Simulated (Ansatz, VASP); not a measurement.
## One calculation of C, two programs

Contents of INCAR:

```
SYSTEM = C
  PREC = Accurate
  ENCUT = 520
  EDIFF = 1E-7
  ISMEAR = 0
  SIGMA = 0.05
  LREAL = .FALSE.
  LASPH = .TRUE.
  NELM = 60
  ALGO = Normal
  ISIF = 2
  LWAVE = .FALSE.
  LCHARG = .TRUE.
  GGA = PE
  LELF = .TRUE.
  LVHAR = .TRUE.
  NBANDS = 11
```

Contents of KPOINTS:

```
regular mesh
0
G
  12 12 12
  0 0 0
```

Contents of POSCAR:

```
C
1.0
    0.0000000000      1.8133087119      1.6073168422
    1.8133087119      0.0000000000      1.6073168422
    1.8133087119      1.8133087119      0.0000000000
C
2
Direct
    0.5000000000      0.5000000000      0.5000000000
    0.7500000000      0.7500000000      0.7500000000
```

Input for Ansatz:

```yaml
crystal:
  lattice:
    - [0.0, 1.8133087119, 1.6073168422]
    - [1.8133087119, 0.0, 1.6073168422]
    - [1.8133087119, 1.8133087119, 0.0]
  atoms:
    - { symbol: C, position: [0.5, 0.5, 0.5] }
    - { symbol: C, position: [0.75, 0.75, 0.75] }
basis:
  ecutwfc: 520.0
kpoints:
  mp_grid: { grid: [12, 12, 12] }
hamiltonian:
  xc: pbe
  pseudopotentials: { kind: paw, azcp: { folder: soft_1 } }
scf:
  occupations: { method: gaussian, width: 0.05 }
output:
  forces: true
  stress: true
  eigenvalues: true
  write_density: true
  write_potential: true
  elf: true
  volumetric_format: npy
```

Alike in both runs: task single point; functional PBE; k mesh 12 × 12 × 12; occupations gaussian, width 0.05 eV; no spin polarisation.

|  | VASP | Ansatz |
| --- | --- | --- |
| version | VASP 6.6.1 | Ansatz 0.2.0 |
| potentials or method | VASP PAW PBE potentials, release 64 (C), cutoff 520 eV | scalar-relativistic, plane waves, PAW |
| valence electrons in the cell | 8 | 8 |

Ansatz gave:

* gap on the k mesh at the Fermi level (eV): 1.26
* least direct gap on the mesh (eV): 3.80

Q: Which values does VASP return?

A: gap on the k mesh at the Fermi level (eV): 1.25; least direct gap on the mesh (eV): 3.80.
